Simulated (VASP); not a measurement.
# BeS (Pm-3m) in VASP: settings compared

The runs below take BeS through single point, with PBE-based global hybrid, HSE06, PBE-based screened hybrid.

Everything below comes from runs of VASP 6.6.1. Logs are shortened: lines on timing, memory, paths and dates and some standing lists are left out, and cuts for length are marked.

### Step 1. The cell of the first run

The structure is cubic, space group Pm-3m (No. 221). Conventional cell: a = 2.941 Å, b = 2.941 Å, c = 2.941 Å, α = 90.00°, β = 90.00°, γ = 90.00°. Within 3.4 Å of Be (site symmetry m-3m) lie 8 S at 2.55 Å and 6 Be at 2.94 Å. Within 3.4 Å of S (site symmetry m-3m) lie 8 Be at 2.55 Å and 6 S at 2.94 Å.

### Step 2. Single point, PBE-based global hybrid

POSCAR

```
BeS
1.0
    2.9413850451      0.0000000000      0.0000000000
    0.0000000000      2.9413850451      0.0000000000
    0.0000000000      0.0000000000      2.9413850451
Be S
1 1
Direct
    0.0000000000      0.0000000000      0.0000000000
    0.5000000000      0.5000000000      0.5000000000
```

INCAR.step1

```
PREC     = Accurate       # precision mode
ENCUT    = 520            # plane-wave cutoff, eV
EDIFF    = 1E-5           # SCF threshold, eV
ISMEAR   = -1             # smearing method
SIGMA    = 0.02           # smearing width, eV
LREAL    = F              # projectors in reciprocal space
LASPH    = T              # aspherical terms in the spheres
NELM     = 120            # most SCF steps
ALGO     = Normal         # electronic algorithm
ISIF     = 2              # what is computed and relaxed
LWAVE    = T              # write WAVECAR
GGA      = PE             # functional
NBANDS   = 11             # bands
GGA_COMPAT= F
```

INCAR.step2

```
PREC     = Accurate       # precision mode
ENCUT    = 520            # plane-wave cutoff, eV
EDIFF    = 1E-6           # SCF threshold, eV
ISMEAR   = -1             # smearing method
SIGMA    = 0.02           # smearing width, eV
LREAL    = F              # projectors in reciprocal space
LASPH    = T              # aspherical terms in the spheres
NELM     = 120            # most SCF steps
ALGO     = Normal         # electronic algorithm
ISIF     = 2              # what is computed and relaxed
LWAVE    = F              # write WAVECAR
LCHARG   = T              # write CHGCAR
GGA      = PE             # functional
LHFCALC  = T              # exact exchange
AEXX     = 0.75           # exact-exchange fraction
PRECFOCK = Normal       
LELF     = T              # ELF
LVHAR    = T            
ISTART   = 1            
NBANDS   = 11             # bands
GGA_COMPAT= F
```

KPOINTS

```
regular mesh
0
Gamma
  4 4 4
```

Potentials or basis: VASP PAW PBE potentials, release 64 (Be, S).

Launch:

```
$ cat potpaw_PBE.64/Be/POTCAR potpaw_PBE.64/S/POTCAR > POTCAR
$ cp INCAR.step1 INCAR
$ mpirun -np 1 vasp_std > vasp.out
$ cp INCAR.step2 INCAR
$ mpirun -np 1 vasp_std > vasp.out
```

OUTCAR:

```text
PREC = Accurate
   ENCUT = 520
   EDIFF = 1E-6
   ISMEAR = -1
   LREAL = F
   LASPH = T
   NELM = 120
   ISIF = 2
   GGA = PE
   LHFCALC = T
   AEXX = 0.75
   PRECFOCK = Normal
   ISTART = 1

 ion  position               nearest neighbor table
   1  0.000  0.000  0.000-   2 2.55   2 2.55   2 2.55   2 2.55   2 2.55   2 2.55   2 2.55   2 2.55

   2  0.500  0.500  0.500-   1 2.55   1 2.55   1 2.55   1 2.55   1 2.55   1 2.55   1 2.55   1 2.55

  LATTYP: Found a simple cubic cell.
 ALAT       =     2.9413850451

  Lattice vectors:

 A1 = (   2.9413850451,   0.0000000000,   0.0000000000)
 A2 = (   0.0000000000,   2.9413850451,   0.0000000000)
 A3 = (   0.0000000000,   0.0000000000,   2.9413850451)

Analysis of symmetry for initial positions (statically):
=====================================================================
 Subroutine PRICEL returns:
 Original cell was already a primitive cell.

 Routine SETGRP: Setting up the symmetry group for a
 simple cubic supercell.

 Subroutine GETGRP returns: Found 48 space group operations
 (whereof 48 operations were pure point group operations)
 out of a pool of 48 trial point group operations.

The static configuration has the point symmetry O_h .

Analysis of symmetry for dynamics (positions and initial velocities):
=====================================================================
 Subroutine PRICEL returns:
 Original cell was already a primitive cell.

 Routine SETGRP: Setting up the symmetry group for a
 simple cubic supercell.

 Subroutine GETGRP returns: Found 48 space group operations
 (whereof 48 operations were pure point group operations)
 out of a pool of 48 trial point group operations.

The dynamic configuration has the point symmetry O_h .

 Subroutine INISYM returns: Found 48 space group operations
 (whereof 48 operations are pure point group operations),
 and found     1 'primitive' translations

----------------------------------------------------------------------------------------

                                     Primitive cell

  volume of cell :      25.4481

  direct lattice vectors                    reciprocal lattice vectors
     2.941385045  0.000000000  0.000000000     0.339975890  0.000000000  0.000000000
     0.000000000  2.941385045  0.000000000     0.000000000  0.339975890  0.000000000
     0.000000000  0.000000000  2.941385045     0.000000000  0.000000000  0.339975890

  length of vectors
     2.941385045  2.941385045  2.941385045     0.339975890  0.339975890  0.339975890

  position of ions in fractional coordinates (direct lattice)
     0.000000000  0.000000000  0.000000000
     0.500000000  0.500000000  0.500000000

  ion indices of the primitive-cell ions
   primitive index   ion index
                 1           1
                 2           2

----------------------------------------------------------------------------------------

 KPOINTS: regular mesh

Automatic generation of k-mesh.
 Grid dimensions read from file:
 generate k-points for:    4    4    4

 Generating k-lattice:

  Cartesian coordinates                     Fractional coordinates (reciprocal lattice)
     0.084993973  0.000000000  0.000000000     0.250000000  0.000000000  0.000000000
     0.000000000  0.084993973  0.000000000     0.000000000  0.250000000  0.000000000
     0.000000000  0.000000000  0.084993973     0.000000000  0.000000000  0.250000000

  Length of vectors
     0.084993973  0.084993973  0.084993973

  Shift w.r.t. Gamma in fractional coordinates (k-lattice)
     0.000000000  0.000000000  0.000000000

 Subroutine IBZKPT returns following result:
 ===========================================

 Found     10 irreducible k-points:

 Following reciprocal coordinates:
            Coordinates               Weight
  0.000000  0.000000  0.000000      1.000000
  0.250000  0.000000  0.000000      6.000000
  0.500000  0.000000  0.000000      3.000000
  0.250000  0.250000  0.000000     12.000000
  0.500000  0.250000  0.000000     12.000000
  0.500000  0.500000  0.000000      3.000000
  0.250000  0.250000  0.250000      8.000000
  0.500000  0.250000  0.250000     12.000000
  0.500000  0.500000  0.250000      6.000000
  0.500000  0.500000  0.500000      1.000000
   k-points           NKPTS =     10   k-points in BZ     NKDIM =     64   number of bands    NBANDS=     11
   number of dos      NEDOS =    301   number of ions     NIONS =      2
   total plane-waves  NPLWV =  13824
   dimension x,y,z NGX =    24 NGY =   24 NGZ =   24
   dimension x,y,z NGXF=    48 NGYF=   48 NGZF=   48
   ions per type =               1   1
   NGX,Y,Z   is equivalent  to a cutoff of  13.56, 13.56, 13.56 a.u.
   NGXF,Y,Z  is equivalent  to a cutoff of  27.13, 27.13, 27.13 a.u.
 SYSTEM =  unknown system
   PREC   = accura    normal or accurate (medium, high low for compatibility)
   ISTART =      1    job   : 0-new  1-cont  2-samecut
   ICHARG =      0    charge: 1-file 2-atom 10-const
   ISPIN  =      1    spin polarized calculation?
   LNONCOLLINEAR =      F non collinear calculations
   LSORBIT =      F    spin-orbit coupling
   LASPH  =      T    aspherical Exc in radial PAW
   ENCUT  =  520.0 eV  38.22 Ry    6.18 a.u.   5.47  5.47  5.47*2*pi/ulx,y,z
   NELM   =    120;   NELMIN=  2; NELMDL=  0     # of ELM steps
   EDIFF  = 0.1E-05   stopping-criterion for ELM
   LREAL  =      F    real-space projection
   EDIFFG = 0.1E-04   stopping-criterion for IOM
   NSW    =      0    number of steps for IOM
   IBRION =     -1    ionic relax: 0-MD 1-quasi-New 2-CG
   NFREE  =      0    steps in history (QN), initial steepest desc. (CG)
   ISIF   =      2    stress and relaxation
   ISYM   =      3    0-nonsym 1-usesym 2-fastsym
   POTIM  = 0.5000    time-step for ionic-motion
   TEBEG  =    0.0;   TEEND  =   0.0 temperature during run
   PSTRESS=    0.0 pullay stress
   NELECT =       8.0000    total number of electrons
   NUPDOWN=      -1.0000    fix difference up-down
   EMIN   =  10.00;   EMAX   =-10.00  energy-range for DOS
   EFERMI =   0.00;   METHOD = LEGACY
   ISMEAR =    -1;   SIGMA  =   0.02  broadening in eV -4-tet -1-fermi 0-gaus
   EFERMI_NEDOS =   21; number of points for ismear=-14 and -15
   IALGO  =     38    algorithm
   IMIX   =      1    mixing-type and parameters
     AMIX     =   0.40;   BMIX     =  1.00
     AMIX_MAG =   1.60;   BMIX_MAG =  1.00
  volume/ion in A,a.u.               =      12.72        85.87
  Fermi-wavevector in a.u.,A,eV,Ry     =   1.113148  2.103545 16.858961  1.239099
  Thomas-Fermi vector in A             =   2.249730
   LORBIT       =      0    0 simple, 1 ext, 2 COOP (PROOUT), +10 PAW based schemes
   GGA     = PE    functional components
   LHFCALC =     T    Hartree Fock is set to
   PRECFOCK=normal    Normal, Fast or Accurate (Low or Medium for compatibility)
   ENCUT4O =  -1.0   cutoff for four orbital integrals eV
   NKREDX  =     1    reduce k-point grid by
   NKREDY  =     1    reduce k-point grid by
   NKREDZ  =     1    reduce k-point grid by
   AEXX    =    0.7500 exact exchange contribution
   HFSCREEN=    0.0000 screening length (either q_TF or 0.3 A-1)
   HFSCREENC=   0.0000 screening length for correlation (either q_TF or 0.3 A-1)
   ENCUTFOCK=  -1.0 apply spherical cutoff to Coloumb kernel
   IVDW    =     0    specifies the selected vdW correction
   LEPSILON=     F    determine dielectric tensor
   LRPA    =     F    only Hartree local field effects (RPA)
 non-spin polarized calculation
  energy-cutoff  :      520.00
  volume of cell :       25.45
 maximum number of plane-waves:       692
 NGX is ok and might be reduce to    24
  NGX = 18; NGY = 18; NGZ = 18

 number of electron       8.0000001 magnetization

 Free energy of the ion-electron system (eV)
  ---------------------------------------------------
  ext. energy  EPLUGINS =         0.00000000
  ---------------------------------------------------
  free energy    TOTEN  =       -12.04507168 eV

  energy without entropy =      -12.04085417  energy(sigma->0) =      -12.04296293

 E-fermi :   7.7238     XC(G=0):  -3.8846

 val. band max:        5.8605947085   @ k =   0.5000   0.5000   0.5000
 cond. band min:       7.7457739459   @ k =   0.5000   0.2500   0.0000
 fundamental gap:      1.8851792374
 Fermi energy:         7.7238017001

 k-point     1 :       0.0000    0.0000    0.0000
  band No.  band energies     occupation
      1     -16.0601      2.00000
      2       2.6809      2.00000
      3       2.6809      2.00000
      4       2.6809      2.00000
      5      11.5575      0.00000
      6      15.0611      0.00000
      7      15.0611      0.00000
      8      21.8523      0.00000
      9      21.8523      0.00000
     10      21.8523      0.00000
     11      28.0438      0.00000

 k-point     2 :       0.2500    0.0000    0.0000
  band No.  band energies     occupation
      1     -15.1191      2.00000
      2      -2.5214      2.00000
      3       3.7168      2.00000
      4       3.7168      2.00000
      5      12.9058      0.00000
      6      16.1686      0.00000
      7      18.7318      0.00000
      8      18.7318      0.00000
      9      19.2107      0.00000
     10      22.1949      0.00000
     11      26.6849      0.00000

 k-point     3 :       0.5000    0.0000    0.0000
  band No.  band energies     occupation
      1     -13.6909      2.00000
      2      -6.3211      2.00000
      3       5.2865      2.00000
      4       5.2865      2.00000
      5      13.7968      0.00000
      6      15.8431      0.00000
      7      15.8431      0.00000
      8      18.0118      0.00000
      9      18.2243      0.00000
     10      22.4198      0.00000
     11      29.9020      0.00000
[... 71 lines left out ...]
 k-point     9 :       0.5000    0.5000    0.2500
  band No.  band energies     occupation
      1     -10.4419      2.00000
      2      -2.6037      2.00000
      3      -2.6037      2.00000
      4       2.7663      2.00000
      5       4.8641      2.00000
      6      12.5710      0.00000
      7      12.5710      0.00000
      8      16.5385      0.00000
      9      26.4076      0.00000
     10      28.6579      0.00000
     11      28.6579      0.00000

 k-point    10 :       0.5000    0.5000    0.5000
  band No.  band energies     occupation
      1      -9.2623      2.00000
      2      -0.5763      2.00000
      3      -0.5763      2.00000
      4      -0.5763      2.00000
      5       5.8606      2.00000
      6       5.8606      2.00000
      7       5.8606      2.00000
      8      14.0615      0.00000
      9      33.6649      0.00000
     10      33.6649      0.00000
     11      33.6684      0.00000

------------------------ aborting loop because EDIFF is reached ----------------------------------------

  FORCE on cell =-STRESS in cart. coord.  units (eV):
  Direction    XX          YY          ZZ          XY          YZ          ZX
  --------------------------------------------------------------------------------------
  -------------------------------------------------------------------------------------
  Total       -1.2563750     -1.2563750     -1.2563750     -0.0000000     -0.0000000     -0.0000000
  in kB      -79.0995888    -79.0995888    -79.0995888     -0.0000000     -0.0000000     -0.0000000
  external PRESSURE =     -79.0995888 kB  Pullay stress =       0.0000000 kB

 VOLUME and BASIS-vectors are now :
 -----------------------------------------------------------------------------
  energy-cutoff  :      520.00
  volume of cell :       25.45
      direct lattice vectors                 reciprocal lattice vectors
     2.941385045  0.000000000  0.000000000     0.339975890  0.000000000  0.000000000
     0.000000000  2.941385045  0.000000000     0.000000000  0.339975890  0.000000000
     0.000000000  0.000000000  2.941385045     0.000000000  0.000000000  0.339975890

 POSITION                                       TOTAL-FORCE (eV/Angst)
 -----------------------------------------------------------------------------------
      0.00000      0.00000      0.00000         0.000000      0.000000      0.000000
      1.47069      1.47069      1.47069         0.000000      0.000000      0.000000
 -----------------------------------------------------------------------------------
    total drift:                               -0.000000     -0.000000     -0.000000

  FREE ENERGIE OF THE ION-ELECTRON SYSTEM (eV)
  ---------------------------------------------------
  free  energy   TOTEN  =       -12.0450716850 eV

  energy  without entropy=      -12.0408541714  energy(sigma->0) =      -12.04296293
```

Wall time 3 min (1 thread of Intel Xeon 8259CL, shared host); peak memory 0.14 GiB.

Results:

```
Free energy            : -12.0451 eV
Pressure               : -7.9 GPa
Band gap on the k mesh : zero (band 4 reaches 7.75 eV, above the bottom of band 5 at 4.86 eV)
```

Caveat: the k points lie up to 0.53 Å⁻¹ apart; the PAW data sets were made with another functional, which shifts forces and pressure a little.

### Step 3. Single point, HSE06

POSCAR is that of step 2.

INCAR.step1

```
PREC = Accurate ; ENCUT = 520
EDIFF = 1E-5 ; ISMEAR = -1
SIGMA = 0.02 ; LREAL = False
LASPH = True ; NELM = 120
ALGO = Normal ; ISIF = 2
LWAVE = True ; LCHARG = False
GGA = PE ; NBANDS = 11
GGA_COMPAT = False
```

INCAR.step2

```
PREC = Accurate ; ENCUT = 520
EDIFF = 1E-6 ; ISMEAR = -1
SIGMA = 0.02 ; LREAL = False
LASPH = True ; NELM = 120
ALGO = Normal ; ISIF = 2
LWAVE = False ; LCHARG = False
GGA = PE ; LHFCALC = True
HFSCREEN = 0.2079 ; PRECFOCK = Normal
ISTART = 1 ; NBANDS = 11
GGA_COMPAT = False
```

KPOINTS

```
Automatic mesh
0
Gamma
  4 4 4
```

Potentials or basis: VASP PAW PBE potentials, release 64 (Be, S).

Launch:

```
$ cat potpaw_PBE.64/Be/POTCAR potpaw_PBE.64/S/POTCAR > POTCAR
$ cp INCAR.step1 INCAR
$ mpirun -np 1 vasp_std > vasp.out
$ cp INCAR.step2 INCAR
$ mpirun -np 1 vasp_std > vasp.out
```

OUTCAR:

```text
PREC = Accurate
   ENCUT = 520
   EDIFF = 1E-6
   ISMEAR = -1
   LREAL = False
   LASPH = True
   NELM = 120
   ISIF = 2
   GGA = PE
   LHFCALC = True
   HFSCREEN = 0.2079
   PRECFOCK = Normal
   ISTART = 1

 ion  position               nearest neighbor table
   1  0.000  0.000  0.000-   2 2.55   2 2.55   2 2.55   2 2.55   2 2.55   2 2.55   2 2.55   2 2.55

   2  0.500  0.500  0.500-   1 2.55   1 2.55   1 2.55   1 2.55   1 2.55   1 2.55   1 2.55   1 2.55
[... 322 lines left out ...]
     11      29.5685      0.00000

------------------------ aborting loop because EDIFF is reached ----------------------------------------

  FORCE on cell =-STRESS in cart. coord.  units (eV):
  Direction    XX          YY          ZZ          XY          YZ          ZX
  --------------------------------------------------------------------------------------
  -------------------------------------------------------------------------------------
  Total       -0.5823197     -0.5823197     -0.5823197      0.0000000      0.0000000     -0.0000000
  in kB      -36.6620221    -36.6620221    -36.6620221      0.0000000      0.0000000     -0.0000000
  external PRESSURE =     -36.6620221 kB  Pullay stress =       0.0000000 kB

 VOLUME and BASIS-vectors are now :
 -----------------------------------------------------------------------------
  energy-cutoff  :      520.00
  volume of cell :       25.45
      direct lattice vectors                 reciprocal lattice vectors
     2.941385045  0.000000000  0.000000000     0.339975890  0.000000000  0.000000000
     0.000000000  2.941385045  0.000000000     0.000000000  0.339975890  0.000000000
     0.000000000  0.000000000  2.941385045     0.000000000  0.000000000  0.339975890

 POSITION                                       TOTAL-FORCE (eV/Angst)
 -----------------------------------------------------------------------------------
      0.00000      0.00000      0.00000         0.000000      0.000000      0.000000
      1.47069      1.47069      1.47069         0.000000      0.000000      0.000000
 -----------------------------------------------------------------------------------
    total drift:                               -0.000000     -0.000001     -0.000000

  FREE ENERGIE OF THE ION-ELECTRON SYSTEM (eV)
  ---------------------------------------------------
  free  energy   TOTEN  =        -8.0506783451 eV

  energy  without entropy=       -8.0464608315  energy(sigma->0) =       -8.04856959
```

Run time: 2.5 min. Hardware: 1 thread of Intel Xeon 8259CL, shared host; peak memory 0.23 GiB.

Results:

| Property | Result |
| --- | --- |
| Free energy | -8.0507 eV |
| Pressure | -3.7 GPa |
| Band gap on the k mesh | zero (band 4 reaches 7.79 eV, above the bottom of band 5 at 6.13 eV) |

Levels at points of the mesh, in eV from the Fermi level:
```
           k point  band 1  band 2  band 3  band 4  band 5  band 6  band 7  band 8  band 9
(0.00, 0.00, 0.00)  -18.36   -2.56   -2.56   -2.56    1.74    5.26    5.26   10.72   10.72
(0.50, 0.00, 0.00)  -16.36  -10.17   -0.57   -0.57    3.75    5.58    5.58    7.35    8.04
(0.50, 0.50, 0.00)  -14.32   -8.12   -8.12   -2.19    0.72    8.29    8.29    8.52   10.17
(0.50, 0.50, 0.50)  -12.61   -5.47   -5.47   -5.47   -0.82   -0.82   -0.82    4.08   21.80
```

Caveat: the k points lie up to 0.53 Å⁻¹ apart; the PAW data sets were made with another functional, which shifts forces and pressure a little.

[end of part 1 of 2]
